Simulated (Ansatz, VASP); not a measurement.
B2O: VASP beside Ansatz

```
B O
1.0
     2.87900    0.00000    0.00000
    -1.43950    2.49329    0.00000
     0.00000    0.00000    7.05200
B O
4 2
Direct
  0.00000 0.00000 0.38000
  0.00000 0.00000 0.62000
  0.66667 0.33333 0.02300
  0.33333 0.66667 0.97700
  0.66667 0.33333 0.30600
  0.33333 0.66667 0.69400
```

Alike in both runs: task single point; functional LDA; k mesh 9 × 9 × 4; occupations methfessel-paxton of order 1, width 0.5 eV; no spin polarisation.

|  | VASP | Ansatz |
| --- | --- | --- |
| version | VASP 6.6.1 | Ansatz 0.2.0 |
| potentials or method | VASP PAW LDA potentials, release 64 (B, O) | plane waves, PAW |
| plane-wave cutoff (eV) | 520 | 420 |
| valence electrons in the cell | 24 | 24 |

Ansatz gave:

```
pressure (GPa)                                                : -27.6
traceless stress, the component that is largest in VASP (GPa) : 19.67
rms of the force components (eV/Å)                            : 0.041
```

Question: What did VASP give for the same quantities?

Answer: Pressure (GPa): -27.4; traceless stress, the component that is largest in VASP (GPa): 19.36; rms of the force components (eV/Å): 0.047.

LDA's correlation is that of Perdew and Zunger in VASP and of Perdew and Wang (1992) in Ansatz. Atom by atom the forces differ by 0.009 eV/Å (rms over components).
